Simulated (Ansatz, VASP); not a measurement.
**V in VASP and in Ansatz**

```
V
1.0
    -3.19881    3.19805    1.23024
     3.19805   -3.19881    1.23024
     1.78637    1.78637   -1.23163
V
2
Direct
  0.00000 0.00000 0.00000
  0.75000 0.25000 0.50000
```

Alike in both runs: task single point; functional BLYP; k mesh 16 × 16 × 14; occupations fermi-dirac, width 0.1 eV; no spin polarisation.

|  | VASP | Ansatz |
| --- | --- | --- |
| version | VASP 6.6.1 | Ansatz 0.2.0 |
| potentials or method | VASP PAW PBE potentials, release 64 (V_sv), cutoff 520 eV | plane waves (420 eV) with PAW, scalar-relativistic |
| valence electrons in the cell | 26 | 26 |

```tsv
	VASP	Ansatz	Ansatz less VASP
pressure (GPa)	0.2	0.0	-0.22
traceless stress, the component that is largest in VASP (GPa)	-0.24	-0.25	-0.011
```

VASP's potentials were made for PBE, not for BLYP. The functional is the same, so the differences come from potentials, cutoffs and numerics.
